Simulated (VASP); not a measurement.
Here is a VASP 6.6.1 calculation.

File INCAR:

```
SYSTEM = MgO
PREC = Accurate ; ENCUT = 520
EDIFF = 1E-6 ; ISMEAR = -1
SIGMA = 0.05 ; LREAL = .FALSE.
LASPH = .TRUE. ; NELM = 80
ALGO = Normal ; ISIF = 2
LWAVE = .FALSE. ; LCHARG = .FALSE.
GGA = PE ; NBANDS = 11
```

The input KPOINTS:

```
Automatic mesh
0
G
  9 9 9
  0 0 0
```

File POSCAR:

```
MgO
1.0
    0.0000000000      2.1040000000      2.1040000000
    2.1040000000      0.0000000000      2.1040000000
    2.1040000000      2.1040000000      0.0000000000
Mg O
1 1
Direct
    0.0000000000      0.0000000000      0.0000000000
    0.5000000000      0.5000000000      0.5000000000
```

Potentials or basis: VASP PAW PBE potentials, release 64 (Mg, O).

Command:

```sh
$ cat potpaw_PBE.64/Mg/POTCAR potpaw_PBE.64/O/POTCAR > POTCAR
$ mpirun -np 1 vasp_std > vasp.out
```

**Question.** What does it give for the band gap on the k mesh?

**Answer.** 4.75 eV, direct.

**Question.** What does it give for the pressure?

**Answer.** 4.4 GPa.

PBE gaps usually lie below the measured ones, often by a third to a half.
